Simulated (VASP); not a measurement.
Wanted: the native input for a VASP 6.6.1 run.

- Task: relaxation of cell and atoms
- Functional: LDA
- Potentials or basis: VASP PAW LDA potentials, release 64 (Se)
- Cutoff: 600 eV
- k mesh: 16 × 16 × 9
- Occupations: fermi-dirac, width 0.05 eV
- Spin: no spin polarisation
- Target pressure: 72 GPa
- Dipole correction: no
- Further INCAR settings: ALGO = Normal; EDIFF = 1e-06; IBRION = 2; EDIFFG = -0.005; NSW = 60; ISIF = 3

The structure of Se lies in POSCAR:

```
Se
1.0
    2.6600594057      0.0000000000      0.0000000000
   -1.3300297029      2.3036790209      0.0000000000
    0.0000000000      0.0000000000      4.3092962372
Se
2
Direct
    0.3333333333      0.6666666667      0.2500000000
    0.6666666667      0.3333333333      0.7500000000
```

This isn't the form of Se at room conditions, which is trigonal, of chains.

These files were run (other wordings do the same):

INCAR

```
ALGO = Normal
EDIFF = 1E-6
EDIFFG = -0.005
ENCUT = 600
IBRION = 2
ISIF = 3
ISMEAR = -1
LASPH = T
LCHARG = F
LREAL = F
LWAVE = F
NELM = 80
NSW = 60
PREC = Accurate
PSTRESS = 720.0
SIGMA = 0.05
```

KPOINTS

```
k-points
0
Gamma
  16 16 9
```

Potentials or basis: VASP PAW LDA potentials, release 64 (Se).

Run with:

```sh
$ cat potpaw_LDA.64/Se/POTCAR > POTCAR
$ mpirun -np 1 vasp_std > vasp.out
```

It gave:

```
Relaxed volume                                             : 13.28 Å³/atom
Relaxed cell                                               : a = 2.786 Å, b = 2.786 Å, c = 3.954 Å, α = 90.00°, β = 90.00°, γ = 120.00°
Space group after relaxing (to 0.1 Å)                      : P6_3/mmc (No. 194)
Energy change on relaxing (the run minimises the enthalpy) : -97.7 meV/atom
Ionic steps                                                : 18
Pressure after relaxing                                    : 72.0 GPa
Band gap on the k mesh                                     : zero (bands 6 and 7 overlap by 7.19 eV)
```

Caveat: the cell is relaxed towards a set pressure, so the run minimises the enthalpy, not the energy.

Run time: 6.5 min on 1 thread of Oxide Virtual Turin-like Processor, with other jobs on the host, peak memory 0.14 GiB.
